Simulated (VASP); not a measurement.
# AlN (I-4m2) in VASP: further runs

Runs on AlN. Level: PBE. Tasks: single point.

All numbers are computed with VASP 6.6.1; they aren't measurements. Logs are shortened: lines on timing, memory, paths and dates and some standing lists are left out, and cuts for length are marked.

## Step 1: The cell of the first run

Symmetry: I-4m2, No. 119, tetragonal system. Conventional cell: a = 3.261 Å, b = 3.261 Å, c = 3.919 Å, α = 90.00°, β = 90.00°, γ = 90.00°. Within 2.5 Å of Al (site symmetry -4m2) lie 4 N at 1.90 Å. Within 2.5 Å of N (site symmetry -4m2) lie 4 Al at 1.90 Å.

## Step 2: Single point, PBE

INCAR reads:

```
SYSTEM = AlN
ALGO = Normal
EDIFF = 1E-6
ENCUT = 520
GGA = PE
ISIF = 2
ISMEAR = 0
LASPH = .TRUE.
LCHARG = .FALSE.
LREAL = .FALSE.
LWAVE = .FALSE.
NBANDS = 11
NELM = 60
PREC = Accurate
SIGMA = 0.05
```

KPOINTS reads:

```
k-points
0
G
  10 10 10
  0 0 0
```

POSCAR reads:

```
AlN
1.0
    0.0000000000      2.3055703484      1.9597347961
    2.3055703484      0.0000000000      1.9597347961
    2.3055703484      2.3055703484      0.0000000000
Al N
1 1
Direct
    0.0000000000      0.0000000000      0.0000000000
    0.7500000000      0.7500000000      0.7500000000
```

Potentials or basis: VASP PAW PBE potentials, release 64 (Al, N).

Command:

```console
> cat potpaw_PBE.64/Al/POTCAR potpaw_PBE.64/N/POTCAR > POTCAR
> mpirun -np 1 vasp_std > vasp.out
```

OUTCAR:

```text
SYSTEM = AlN
   EDIFF = 1E-6
   ENCUT = 520
   GGA = PE
   ISIF = 2
   ISMEAR = 0
   LASPH = .TRUE.
   LREAL = .FALSE.
   NELM = 60
   PREC = Accurate

 ion  position               nearest neighbor table
   1  0.000  0.000  0.000-   2 1.90   2 1.90   2 1.90   2 1.90
   2  0.750  0.750  0.750-   1 1.90   1 1.90   1 1.90   1 1.90

  LATTYP: Found a body centered tetragonal cell.
 ALAT       =     3.2605688557
 C/A-ratio  =     1.2020815280

  Lattice vectors:

 A1 = (   0.0000000000,  -2.3055703484,  -1.9597347961)
 A2 = (   0.0000000000,   2.3055703484,  -1.9597347961)
 A3 = (   2.3055703484,   0.0000000000,   1.9597347961)

Analysis of symmetry for initial positions (statically):
=====================================================================
 Subroutine PRICEL returns:
 Original cell was already a primitive cell.

 Routine SETGRP: Setting up the symmetry group for a
 body centered tetragonal supercell.

 Subroutine GETGRP returns: Found  8 space group operations
 (whereof  8 operations were pure point group operations)
 out of a pool of 16 trial point group operations.

The static configuration has the point symmetry D_2d.

Analysis of symmetry for dynamics (positions and initial velocities):
=====================================================================
 Subroutine PRICEL returns:
 Original cell was already a primitive cell.

 Routine SETGRP: Setting up the symmetry group for a
 body centered tetragonal supercell.

 Subroutine GETGRP returns: Found  8 space group operations
 (whereof  8 operations were pure point group operations)
 out of a pool of 16 trial point group operations.

The dynamic configuration has the point symmetry D_2d.

 Subroutine INISYM returns: Found  8 space group operations
 (whereof  8 operations are pure point group operations),
 and found     1 'primitive' translations

----------------------------------------------------------------------------------------

                                     Primitive cell

  volume of cell :      20.8345

  direct lattice vectors                    reciprocal lattice vectors
     0.000000000  2.305570348  1.959734796    -0.216866078  0.216866078  0.255136563
     2.305570348  0.000000000  1.959734796     0.216866078 -0.216866078  0.255136563
     2.305570348  2.305570348  0.000000000     0.216866078  0.216866078 -0.255136563

  length of vectors
     3.025923843  3.025923843  3.260568856     0.398944179  0.398944179  0.398944179

[... 87 lines left out ...]
   ISYM   =      2    0-nonsym 1-usesym 2-fastsym
   POTIM  = 0.5000    time-step for ionic-motion
   TEBEG  =    0.0;   TEEND  =   0.0 temperature during run
   PSTRESS=    0.0 pullay stress
   NELECT =       8.0000    total number of electrons
   NUPDOWN=      -1.0000    fix difference up-down
   EMIN   =  10.00;   EMAX   =-10.00  energy-range for DOS
   EFERMI =   0.00;   METHOD = LEGACY
   ISMEAR =     0;   SIGMA  =   0.05  broadening in eV -4-tet -1-fermi 0-gaus
   EFERMI_NEDOS =   21; number of points for ismear=-14 and -15
   IALGO  =     38    algorithm
   IMIX   =      4    mixing-type and parameters
     AMIX     =   0.40;   BMIX     =  1.00
     AMIX_MAG =   1.60;   BMIX_MAG =  1.00
  volume/ion in A,a.u.               =      10.42        70.30
  Fermi-wavevector in a.u.,A,eV,Ry     =   1.189899  2.248583 19.263943  1.415860
  Thomas-Fermi vector in A             =   2.325996
   LORBIT       =      0    0 simple, 1 ext, 2 COOP (PROOUT), +10 PAW based schemes
   GGA     = PE    functional components
   LHFCALC =     F    Hartree Fock is set to
   AEXX    =    0.0000 exact exchange contribution
   IVDW    =     0    specifies the selected vdW correction
   LEPSILON=     F    determine dielectric tensor
   LRPA    =     F    only Hartree local field effects (RPA)
 non-spin polarized calculation
 Gauss-broadening in eV      SIGMA  =   0.05
  energy-cutoff  :      520.00
  volume of cell :       20.83
 maximum number of plane-waves:       577
   NGX = 11   NGY = 11   NGZ = 13

 number of electron       7.9999999 magnetization

 Free energy of the ion-electron system (eV)
  ---------------------------------------------------
  ext. energy  EPLUGINS =         0.00000000
  ---------------------------------------------------
  free energy    TOTEN  =       -14.73489996 eV

  energy without entropy =      -14.73489996  energy(sigma->0) =      -14.73489996

 E-fermi :   6.6494     XC(G=0): -10.9574

 val. band max:        6.4127667857   @ k =   0.0000   0.0000   0.0000
 cond. band min:       9.1461197260   @ k =   0.5000   0.5000   0.0000
 fundamental gap:      2.7333529403
 Fermi energy:         6.6493814450

 k-point     1 :       0.0000    0.0000    0.0000
  band No.  band energies     occupation
      1      -8.9612      2.00000
      2       5.9103      2.00000
      3       5.9103      2.00000
      4       6.4128      2.00000
      5      10.1562      0.00000
      6      18.5726      0.00000
      7      18.7577      0.00000
      8      18.7577      0.00000
      9      21.1881      0.00000
     10      23.3617      0.00000
     11      23.3617      0.00000
[... 309 lines left out ...]
 k-point    24 :       0.4000    0.3000    0.0000
  band No.  band energies     occupation
      1      -6.5956      2.00000
      2       2.1743      2.00000
      3       3.9148      2.00000
      4       3.9722      2.00000
      5      11.3080      0.00000
      6      14.0324      0.00000
      7      19.2525      0.00000
      8      19.5496      0.00000
      9      21.0698      0.00000
     10      26.0824      0.00000
     11      29.2215      0.00000

 [... further k-points ...]

------------------------ aborting loop because EDIFF is reached ----------------------------------------

  FORCE on cell =-STRESS in cart. coord.  units (eV):
  Direction    XX          YY          ZZ          XY          YZ          ZX
  --------------------------------------------------------------------------------------
  -------------------------------------------------------------------------------------
  Total       -0.2581327     -0.2581327      1.3826119      0.0000000      0.0000000      0.0000000
  in kB      -19.8504154    -19.8504154    106.3229034      0.0000000      0.0000000      0.0000000
  external PRESSURE =      22.2073575 kB  Pullay stress =       0.0000000 kB

 VOLUME and BASIS-vectors are now :
 -----------------------------------------------------------------------------
  energy-cutoff  :      520.00
  volume of cell :       20.83
      direct lattice vectors                 reciprocal lattice vectors
     0.000000000  2.305570348  1.959734796    -0.216866078  0.216866078  0.255136563
     2.305570348  0.000000000  1.959734796     0.216866078 -0.216866078  0.255136563
     2.305570348  2.305570348  0.000000000     0.216866078  0.216866078 -0.255136563

 POSITION                                       TOTAL-FORCE (eV/Angst)
 -----------------------------------------------------------------------------------
      0.00000      0.00000      0.00000         0.000000      0.000000      0.000000
      3.45836      3.45836      2.93960        -0.000000     -0.000000     -0.000000
 -----------------------------------------------------------------------------------
    total drift:                               -0.000000     -0.000000      0.000001

  FREE ENERGIE OF THE ION-ELECTRON SYSTEM (eV)
  ---------------------------------------------------
  free  energy   TOTEN  =       -14.7348999646 eV

  energy  without entropy=      -14.7348999646  energy(sigma->0) =      -14.73489996
```

OSZICAR:

```text
N       E                     dE             d eps       ncg     rms          rms(c)
DAV:   1     0.108500984969E+02    0.10850E+02   -0.38862E+03  2292   0.606E+02
DAV:   2    -0.161558609316E+02   -0.27006E+02   -0.25933E+02  2635   0.136E+02
DAV:   3    -0.170665796622E+02   -0.91072E+00   -0.90962E+00  2748   0.238E+01
DAV:   4    -0.170711703769E+02   -0.45907E-02   -0.45904E-02  2565   0.183E+00
DAV:   5    -0.170712239975E+02   -0.53621E-04   -0.53620E-04  2721   0.191E-01    0.853E+00
DAV:   6    -0.147439198947E+02    0.23273E+01   -0.11438E+01  2568   0.171E+01    0.280E+00
DAV:   7    -0.147416488141E+02    0.22711E-02   -0.17443E-01  2519   0.334E+00    0.203E+00
DAV:   8    -0.147364745755E+02    0.51742E-02   -0.29550E-02  2436   0.162E+00    0.603E-01
DAV:   9    -0.147348558492E+02    0.16187E-02   -0.45226E-03  2679   0.405E-01    0.234E-01
DAV:  10    -0.147348925318E+02   -0.36683E-04   -0.47085E-04  2544   0.142E-01    0.170E-02
DAV:  11    -0.147349001323E+02   -0.76005E-05   -0.11255E-05  2619   0.255E-02    0.160E-02
DAV:  12    -0.147348999646E+02    0.16771E-06   -0.65475E-07  1506   0.613E-03
   1 F= -.14734900E+02 E0= -.14734900E+02  d E =-.530328E-14
```

It took 28 s on 1 thread of AMD EPYC 7R43 (Zen 3), shared host; peak memory 0.12 GiB.

Results:

- Free energy: -14.7349 eV
- Pressure: 2.2 GPa
- Band gap on the k mesh: 2.73 eV, indirect (least direct gap 3.74 eV)

Stress tensor (GPa, compression positive):
```
-1.99  0.00  0.00
 0.00 -1.99  0.00
 0.00  0.00 10.63
```

Levels at points of the mesh, in eV from the valence-band top:
```
           k point  band 2  band 3  band 4  band 5  band 6  band 7
(0.00, 0.00, 0.00)   -0.50   -0.50    0.00    3.74   12.16   12.34
(0.50, 0.00, 0.00)   -6.22   -1.45   -0.35    6.30    9.36    9.70
(0.50, 0.50, 0.00)   -4.23   -2.99   -2.99    2.73    6.50   14.46
(0.50, 0.00, 0.50)   -5.81   -1.64   -1.64    3.34    9.06   12.42
```

 A k mesh can miss the band edges.

## Step 3: Single point, PBE

This run uses another cell than the first one, of the same volume but with other edges.

INCAR reads:

```
  PREC = Accurate
  ENCUT = 520
  EDIFF = 1E-6
  ISMEAR = 0
  SIGMA = 0.05
  LREAL = F
  LASPH = T
  NELM = 60
  ALGO = Normal
  ISIF = 2
  LWAVE = F
  LCHARG = T
  GGA = PE
  LELF = T
  LVHAR = T
  NBANDS = 11
```

KPOINTS reads:

```
Automatic mesh
0
Gamma
  10 10 10
```

POSCAR reads:

```
AlN
1.0
    0.0000000000      2.0552166264      2.4662599517
    2.0552166264      0.0000000000      2.4662599517
    2.0552166264      2.0552166264      0.0000000000
Al N
1 1
Direct
    0.0000000000      0.0000000000      0.0000000000
    0.7500000000      0.7500000000      0.7500000000
```

Potentials or basis: VASP PAW PBE potentials, release 64 (Al, N).

Command:

```console
> cat potpaw_PBE.64/Al/POTCAR potpaw_PBE.64/N/POTCAR > POTCAR
> mpirun -np 1 vasp_std > vasp.out
```

OUTCAR:

```text
PREC = Accurate
   ENCUT = 520
   EDIFF = 1E-6
   ISMEAR = 0
   LREAL = F
   LASPH = T
   NELM = 60
   ISIF = 2
   GGA = PE

 ion  position               nearest neighbor table
   1  0.000  0.000  0.000-   2 1.91   2 1.91   2 1.91   2 1.91
   2  0.750  0.750  0.750-   1 1.91   1 1.91   1 1.91   1 1.91

  LATTYP: Found a body centered tetragonal cell.
 ALAT       =     2.9065152267
 C/A-ratio  =     1.6970562749

  Lattice vectors:

 A1 = (  -2.0552166264,   0.0000000000,   2.4662599517)
 A2 = (   2.0552166264,   0.0000000000,   2.4662599517)
 A3 = (   0.0000000000,   2.0552166264,  -2.4662599517)

Analysis of symmetry for initial positions (statically):
=====================================================================
 Subroutine PRICEL returns:
 Original cell was already a primitive cell.

 Routine SETGRP: Setting up the symmetry group for a
 body centered tetragonal supercell.

 Subroutine GETGRP returns: Found  8 space group operations
 (whereof  8 operations were pure point group operations)
 out of a pool of 16 trial point group operations.

The static configuration has the point symmetry D_2d.

[... 171 lines left out ...]
      3       6.4839      2.00000
      4       6.4839      2.00000
      5       9.9864      0.00000
      6      18.4815      0.00000
      7      18.6593      0.00000
      8      18.6593      0.00000
      9      20.0646      0.00000
     10      21.7936      0.00000
     11      26.8116      0.00000
[... 309 lines left out ...]
 k-point    24 :       0.4000    0.3000    0.0000
  band No.  band energies     occupation
      1      -7.2879      2.00000
      2       1.0530      2.00000
      3       5.0042      2.00000
      4       5.6266      2.00000
      5      11.4567      0.00000
      6      16.0519      0.00000
      7      17.3682      0.00000
      8      21.5058      0.00000
      9      21.7236      0.00000
     10      28.6967      0.00000
     11      28.9869      0.00000

 [... further k-points ...]

------------------------ aborting loop because EDIFF is reached ----------------------------------------

  FORCE on cell =-STRESS in cart. coord.  units (eV):
  Direction    XX          YY          ZZ          XY          YZ          ZX
  --------------------------------------------------------------------------------------
  -------------------------------------------------------------------------------------
  Total        2.0845861      2.0845861     -3.1959208      0.0000000      0.0000000     -0.0000000
  in kB      160.3047436    160.3047436   -245.7664129      0.0000000      0.0000000     -0.0000000
  external PRESSURE =      24.9476915 kB  Pullay stress =       0.0000000 kB

 VOLUME and BASIS-vectors are now :
 -----------------------------------------------------------------------------
  energy-cutoff  :      520.00
  volume of cell :       20.83
      direct lattice vectors                 reciprocal lattice vectors
     0.000000000  2.055216626  2.466259952    -0.243283357  0.243283357  0.202736131
     2.055216626  0.000000000  2.466259952     0.243283357 -0.243283357  0.202736131
     2.055216626  2.055216626  0.000000000     0.243283357  0.243283357 -0.202736131

 POSITION                                       TOTAL-FORCE (eV/Angst)
 -----------------------------------------------------------------------------------
      0.00000      0.00000      0.00000         0.000000      0.000000     -0.000000
      3.08282      3.08282      3.69939        -0.000000     -0.000000      0.000000
 -----------------------------------------------------------------------------------
    total drift:                                0.000000      0.000000      0.000000

  FREE ENERGIE OF THE ION-ELECTRON SYSTEM (eV)
  ---------------------------------------------------
  free  energy   TOTEN  =       -14.5655871144 eV

  energy  without entropy=      -14.5655871144  energy(sigma->0) =      -14.56558711
```

Run time: 33 s. Hardware: 1 thread of AMD EPYC 7R43 (Zen 3), shared host; peak memory 0.11 GiB.

Results:

```yaml
Free_energy: -14.5656 eV
Pressure: 2.5 GPa
Band_gap_on_the_k_mesh: 2.63 eV, indirect (least direct gap 3.50 eV)
```

Levels at points of the mesh, in eV from the valence-band top:
| k point | band 2 | band 3 | band 4 | band 5 | band 6 | band 7 |
| --- | --- | --- | --- | --- | --- | --- |
| (0.00, 0.00, 0.00) | -1.21 | -0.12 | -0.12 | 3.38 | 11.88 | 12.06 |
| (0.50, 0.00, 0.00) | -6.39 | -1.89 | -0.14 | 5.44 | 9.35 | 10.74 |
| (0.50, 0.50, 0.00) | -6.63 | -1.24 | -1.24 | 3.61 | 9.83 | 11.19 |
| (0.50, 0.00, 0.50) | -4.86 | -2.79 | -2.65 | 2.63 | 7.08 | 11.96 |

 A k mesh can miss the band edges.

(Part 1 of 2 ends here.)
